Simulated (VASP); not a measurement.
# CoO (Fm-3m) in VASP: notebook, part 2 of 2

VASP 6.6.1.

### 4 Relaxation of cell and atoms, BLYP+D4, collinear spin, ferromagnetic start

INCAR reads:

```
SYSTEM = CoO
PREC = Accurate
ENCUT = 600
EDIFF = 1E-6
ISMEAR = -1
SIGMA = 0.05
LREAL = .False.
LASPH = .True.
NELM = 150
ALGO = Normal
ISIF = 3
LWAVE = .False.
LCHARG = .False.
ISPIN = 2
MAGMOM = 2 0
LORBIT = 11
LMAXMIX = 4
GGA = B5
ALDAX = 1.0
AGGAX = 1.0
AGGAC = 1.0
ALDAC = 0.0
IVDW = 13
VDW_S6 = 1.0
VDW_S8 = 2.34076671
VDW_A1 = 0.44488865
VDW_A2 = 4.0933009
IBRION = 2
NSW = 60
EDIFFG = -0.01
```

KPOINTS reads:

```
regular mesh
0
Gamma
  11 11 11
  0 0 0
```

POSCAR reads:

```
CoO
1.0
    0.0000000000      2.1315000000      2.1315000000
    2.1315000000      0.0000000000      2.1315000000
    2.1315000000      2.1315000000      0.0000000000
Co O
1 1
Direct
    0.0000000000      0.0000000000      0.0000000000
    0.5000000000      0.5000000000      0.5000000000
```

Potentials or basis: VASP PAW PBE potentials, release 64 (Co, O).

Run with:

```sh
> cat potpaw_PBE.64/Co/POTCAR potpaw_PBE.64/O/POTCAR > POTCAR
> mpirun -np 1 vasp_std > vasp.out
```

OUTCAR:

```text
SYSTEM = CoO
   PREC = Accurate
   ENCUT = 600
   EDIFF = 1E-6
   ISMEAR = -1
   LREAL = .False.
   LASPH = .True.
   NELM = 150
   ISIF = 3
   ISPIN = 2
   LORBIT = 11
   GGA = B5
   IVDW = 13
   IBRION = 2
   NSW = 60
   EDIFFG = -0.01

 ion  position               nearest neighbor table
   1  0.000  0.000  0.000-   2 2.13   2 2.13   2 2.13   2 2.13   2 2.13   2 2.13
   2  0.500  0.500  0.500-   1 2.13   1 2.13   1 2.13   1 2.13   1 2.13   1 2.13

  LATTYP: Found a face centered cubic cell.
 ALAT       =     4.2630000000

  Lattice vectors:

 A1 = (   0.0000000000,   2.1315000000,   2.1315000000)
 A2 = (   2.1315000000,   0.0000000000,   2.1315000000)
 A3 = (   2.1315000000,   2.1315000000,   0.0000000000)

Analysis of symmetry for initial positions (statically):
[... 25 lines left out ...]
The dynamic configuration has the point symmetry O_h .

Analysis of structural, dynamic, and magnetic symmetry:
=====================================================================
 Subroutine PRICEL returns:
[... 7 lines left out ...]
 out of a pool of 48 trial point group operations.

The overall configuration has the point symmetry O_h .

 Subroutine INISYM returns: Found 48 space group operations
[... 5 lines left out ...]
                                     Primitive cell

  volume of cell :      19.3681

  direct lattice vectors                    reciprocal lattice vectors
     0.000000000  2.131500000  2.131500000    -0.234576589  0.234576589  0.234576589
     2.131500000  0.000000000  2.131500000     0.234576589 -0.234576589  0.234576589
     2.131500000  2.131500000  0.000000000     0.234576589  0.234576589 -0.234576589

  length of vectors
     3.014396208  3.014396208  3.014396208     0.406298571  0.406298571  0.406298571

  position of ions in fractional coordinates (direct lattice)
     0.000000000  0.000000000  0.000000000
     0.500000000  0.500000000  0.500000000

  ion indices of the primitive-cell ions
   primitive index   ion index
                 1           1
                 2           2

----------------------------------------------------------------------------------------

 KPOINTS: regular mesh

Automatic generation of k-mesh.
 Grid dimensions read from file:
[... 100 lines left out ...]
 maximum number of plane-waves:       660
   NGX = 13   NGY = 13   NGZ = 13

--------------------------------------- Ionic step        1  -------------------------------------------

 number of electron      15.0000007 magnetization       2.7736924

 Free energy of the ion-electron system (eV)
  ---------------------------------------------------
  ext. energy  EPLUGINS =         0.00000000
  ---------------------------------------------------
  free energy    TOTEN  =       -12.11958167 eV

  energy without entropy =      -12.08149246  energy(sigma->0) =      -12.10053707

------------------------ aborting loop because EDIFF is reached ----------------------------------------

  DFT-D4 for vdW energy calculation

  Edisp (eV):   -1.05034
[... 71 lines left out ...]
--------------------------------------- Ionic step        3  -------------------------------------------

 number of electron      15.0000004 magnetization       2.6802742

 Free energy of the ion-electron system (eV)
  ---------------------------------------------------
  ext. energy  EPLUGINS =         0.00000000
  ---------------------------------------------------
  free energy    TOTEN  =       -12.10814004 eV

  energy without entropy =      -12.06839522  energy(sigma->0) =      -12.08826763

 E-fermi :   8.4158     XC(G=0): -11.9114

 val. band max:        8.4135569571   @ k =   0.3636   0.1818   0.0000
 cond. band min:       8.4197083653   @ k =   0.3636   0.2727   0.0909
 fundamental gap:      0.0061514083
 Fermi energy:         8.4158047201

 spin component 1

 k-point     1 :       0.0000    0.0000    0.0000
  band No.  band energies     occupation
      1     -11.7616      1.00000
      2       5.2562      1.00000
      3       5.2562      1.00000
      4       5.2562      1.00000
      5       5.4273      1.00000
      6       5.4273      1.00000
      7       5.5553      1.00000
      8       5.5553      1.00000
      9       5.5553      1.00000
     10       9.8519      0.00000
     11      26.0795      0.00000
     12      27.0857      0.00000
[... 333 lines left out ...]
      1     -11.0152      1.00000
      2       1.8509      1.00000
      3       2.9072      1.00000
      4       3.5117      1.00000
      5       5.8905      1.00000
      6       5.9582      1.00000
      7       6.6246      1.00000
      8       6.6723      1.00000
      9       8.3207      0.87006
     10      13.4439      0.00000
     11      20.5188      0.00000
     12      21.4018      0.00000

 [... further k-points ...]

 spin component 2

 k-point     1 :       0.0000    0.0000    0.0000
  band No.  band energies     occupation
      1     -11.3438      1.00000
      2       5.7216      1.00000
      3       5.7216      1.00000
      4       5.7216      1.00000
      5       7.2905      1.00000
      6       7.2906      1.00000
      7       7.2907      1.00000
      8       8.4828      0.20765
      9       8.4829      0.20706
     10      10.3177      0.00000
     11      26.0392      0.00000
     12      27.5235      0.00000
[... 378 lines left out ...]
  FREE ENERGIE OF THE ION-ELECTRON SYSTEM (eV)
  ---------------------------------------------------
  free  energy   TOTEN  =       -13.1723439524 eV

  energy  without entropy=      -13.1325991335  energy(sigma->0) =      -13.15247154

 reached required accuracy - stopping structural energy minimisation

 total charge

# of ion       s       p       d       tot
------------------------------------------
    1        0.290   0.355   7.199   7.844
    2        1.547   3.447   0.000   4.994
--------------------------------------------------
tot          1.837   3.802   7.199  12.839

 magnetization (x)

# of ion       s       p       d       tot
------------------------------------------
    1        0.019   0.016   2.351   2.385
    2        0.028   0.221   0.000   0.249
--------------------------------------------------
tot          0.047   0.237   2.351   2.634
```

OSZICAR:

```text
N       E                     dE             d eps       ncg     rms          rms(c)
DAV:   1     0.977495099663E+02    0.97750E+02   -0.79012E+03  2704   0.160E+03
DAV:   2    -0.679822723751E+01   -0.10455E+03   -0.92704E+02  2788   0.303E+02
[... 27 lines left out ...]
DAV:   1    -0.121095902645E+02   -0.45772E-02   -0.29342E-02  2844   0.291E+00    0.296E-01
DAV:   2    -0.121082450359E+02    0.13452E-02   -0.38254E-03  3088   0.110E+00    0.146E-01
DAV:   3    -0.121081803302E+02    0.64706E-04   -0.65794E-04  3568   0.524E-01    0.128E-01
DAV:   4    -0.121081475731E+02    0.32757E-04   -0.10432E-04  3900   0.252E-01    0.359E-02
DAV:   5    -0.121081394088E+02    0.81643E-05   -0.15836E-05  2744   0.598E-02    0.272E-02
DAV:   6    -0.121081400382E+02   -0.62935E-06   -0.34558E-06  2628   0.327E-02
   3 F= -.13172344E+02 E0= -.13152472E+02  d E =-.242620E-02  mag=     2.6820
```

It took 4 min on 1 thread of AMD EPYC 7R13, shared host; peak memory 0.14 GiB.

What came out:

```
Free energy                                           : -13.1723 eV
Relaxed volume                                        : 9.52 Å³/atom
Relaxed cell                                          : a = 2.997 Å, b = 2.997 Å, c = 2.997 Å, α = 60.00°, β = 60.00°, γ = 60.00°
Space group after relaxing (to 0.05 Å)                : Fm-3m (No. 225)
Energy gained by relaxing                             : 1.2 meV/atom
Ionic steps                                           : 3
Pressure after relaxing                               : 0.0 GPa
Net moment                                            : 2.68 μB per cell
Site moments                                          : Co +2.38; O +0.25 μB
Valence electrons inside the program's atomic spheres : Co 7.84; O 4.99
Dispersion energy per atom                            : -0.532 eV
```

The path:
```tsv
step	energy change (eV)	largest force (eV/Å)	pressure (GPa)	volume (Å³)
1	0.0000	0.0000	-2.41	19.37
2	-0.0023	0.0000	0.44	18.96
3	-0.0024	0.0000	0.03	19.03
```

Final structure:
```yaml
crystal:
  lattice:
    - [0.00000, 2.11917, 2.11917]
    - [2.11917, 0.00000, 2.11917]
    - [2.11917, 2.11917, 0.00000]
  atoms:
    - { symbol: Co, position: [0.00000, 0.00000, 0.00000] }
    - { symbol: O, position: [0.50000, 0.50000, 0.50000] }
```

Caveat: the PAW data sets were made with another functional, which shifts forces and pressure a little; a cell with one magnetic atom can't hold antiferromagnetic order, which such compounds often take; semilocal functionals often make such compounds metallic where correlation or magnetic order opens a gap, which also shifts bond lengths; pairwise dispersion overbinds metals, which lowers pressure and volume.

### 5 Single point, LDA, collinear spin, ferromagnetic start

This run uses another cell than the first one, of 8.47 Å³/atom, 0.874 times its volume.

INCAR reads:

```
SYSTEM = CoO
  ALGO = Normal
  EDIFF = 1E-6
  ENCUT = 520
  ISIF = 2
  ISMEAR = -1
  ISPIN = 2
  LASPH = .TRUE.
  LCHARG = .FALSE.
  LMAXMIX = 4
  LORBIT = 11
  LREAL = .FALSE.
  LWAVE = .FALSE.
  MAGMOM = 2 0
  NBANDS = 18
  NELM = 150
  PREC = Accurate
  SIGMA = 0.05
```

KPOINTS reads:

```
k-points
0
G
  11 11 11
  0 0 0
```

POSCAR reads:

```
CoO
1.0
    0.0000000000      2.0381835318      2.0381835318
    2.0381835318      0.0000000000      2.0381835318
    2.0381835318      2.0381835318      0.0000000000
Co O
1 1
Direct
    0.0000000000      0.0000000000      0.0000000000
    0.5000000000      0.5000000000      0.5000000000
```

Potentials or basis: VASP PAW LDA potentials, release 64 (Co, O).

Run with:

```sh
> cat potpaw_LDA.64/Co/POTCAR potpaw_LDA.64/O/POTCAR > POTCAR
> mpirun -np 1 vasp_std > vasp.out
```

OUTCAR:

```text
SYSTEM = CoO
   EDIFF = 1E-6
   ENCUT = 520
   ISIF = 2
   ISMEAR = -1
   ISPIN = 2
   LASPH = .TRUE.
   LORBIT = 11
   LREAL = .FALSE.
   NELM = 150
   PREC = Accurate

 ion  position               nearest neighbor table
   1  0.000  0.000  0.000-   2 2.04   2 2.04   2 2.04   2 2.04   2 2.04   2 2.04
   2  0.500  0.500  0.500-   1 2.04   1 2.04   1 2.04   1 2.04   1 2.04   1 2.04

  LATTYP: Found a face centered cubic cell.
 ALAT       =     4.0763670636

  Lattice vectors:

 A1 = (   0.0000000000,   2.0381835318,   2.0381835318)
 A2 = (   2.0381835318,   0.0000000000,   2.0381835318)
 A3 = (   2.0381835318,   2.0381835318,   0.0000000000)

[... 1220 lines left out ...]

 VOLUME and BASIS-vectors are now :
 -----------------------------------------------------------------------------
  energy-cutoff  :      520.00
  volume of cell :       16.93
      direct lattice vectors                 reciprocal lattice vectors
     0.000000000  2.038183532  2.038183532    -0.245316475  0.245316475  0.245316475
     2.038183532  0.000000000  2.038183532     0.245316475 -0.245316475  0.245316475
     2.038183532  2.038183532  0.000000000     0.245316475  0.245316475 -0.245316475

 POSITION                                       TOTAL-FORCE (eV/Angst)
 -----------------------------------------------------------------------------------
      0.00000      0.00000      0.00000         0.000000      0.000000      0.000000
      2.03818      2.03818      2.03818        -0.000000     -0.000000     -0.000000
 -----------------------------------------------------------------------------------
    total drift:                                0.000000     -0.000000     -0.000000

  FREE ENERGIE OF THE ION-ELECTRON SYSTEM (eV)
  ---------------------------------------------------
  free  energy   TOTEN  =       -14.8482016096 eV

  energy  without entropy=      -14.8154677837  energy(sigma->0) =      -14.83183470

 total charge

# of ion       s       p       d       tot
------------------------------------------
    1        0.333   0.448   7.344   8.125
    2        1.550   3.427   0.000   4.976
--------------------------------------------------
tot          1.883   3.875   7.344  13.102

 magnetization (x)

# of ion       s       p       d       tot
------------------------------------------
    1        0.019   0.017   1.790   1.826
    2        0.029   0.138   0.000   0.168
--------------------------------------------------
tot          0.048   0.155   1.790   1.993
```

stdout:

```text
POSCAR found type information on POSCAR CoO
 POSCAR found :  2 types and       2 ions
 scaLAPACK will be used
 LDA part: xc-table for (Slater(with rela. corr.)+CA(PZ))
 , standard interpolation
 POSCAR, INCAR and KPOINTS ok, starting setup
 FFT: planning ... GRIDC
 FFT: planning ... GRID_SOFT
 FFT: planning ... GRID
 WAVECAR not read
 entering main loop
```

Wall time 1.7 min (1 thread of AMD EPYC 7R13, shared host); peak memory 0.12 GiB.

Results:

| Property | Result |
| --- | --- |
| Free energy | -14.8482 eV |
| Pressure | -1.7 GPa |
| Net moment | 2.03 μB per cell |
| Site moments | Co +1.83; O +0.17 μB |
| Valence electrons inside the program's atomic spheres | Co 8.12; O 4.98 |

Caveat: a cell with one magnetic atom can't hold antiferromagnetic order, which such compounds often take; semilocal functionals often make such compounds metallic where correlation or magnetic order opens a gap, which also shifts bond lengths. With open d or f shells a metallic result of LDA can be an artefact of self-interaction; +U or a hybrid may open a gap.

### 6 Summary

```tsv
task	level	potentials or basis	cell	cutoff (eV)	smearing	gap on the mesh (eV)	pressure (GPa)	moment (μB)
single point	PBE	VASP PAW PBE potentials, release 64 (Co, O)	a = 3.014 Å, angles 60.0°, 2 atoms	520	gaussian 0.029 eV	none	-2.4	2.93
single point	PBE	VASP PAW PBE potentials, release 64 (Co, O)	a = 3.014 Å, angles 60.0°, 2 atoms	520	gaussian 0.03 eV	none	-2.6	2.92
relaxation of cell and atoms	BLYP+D4	VASP PAW PBE potentials, release 64 (Co, O)	relaxed from a = 3.014 Å, angles 60.0°, 2 atoms	600	fermi-dirac 0.05 eV	none	0.0	2.68
single point	LDA	VASP PAW LDA potentials, release 64 (Co, O)	a = 2.882 Å, angles 60.0°, 2 atoms	520	fermi-dirac 0.05 eV	none	-1.7	2.03
```

Alike in all rows: spin collinear, ferromagnetic start; k mesh 11 × 11 × 11.

Caveats: a cell with one magnetic atom can't hold antiferromagnetic order, which such compounds often take; semilocal functionals often make such compounds metallic where correlation or magnetic order opens a gap, which also shifts bond lengths; the PAW data sets were made with another functional, which shifts forces and pressure a little (some runs); pairwise dispersion overbinds metals, which lowers pressure and volume (some runs).

Total energies depend on the potentials used, so only differences within one code and one set of settings carry meaning.
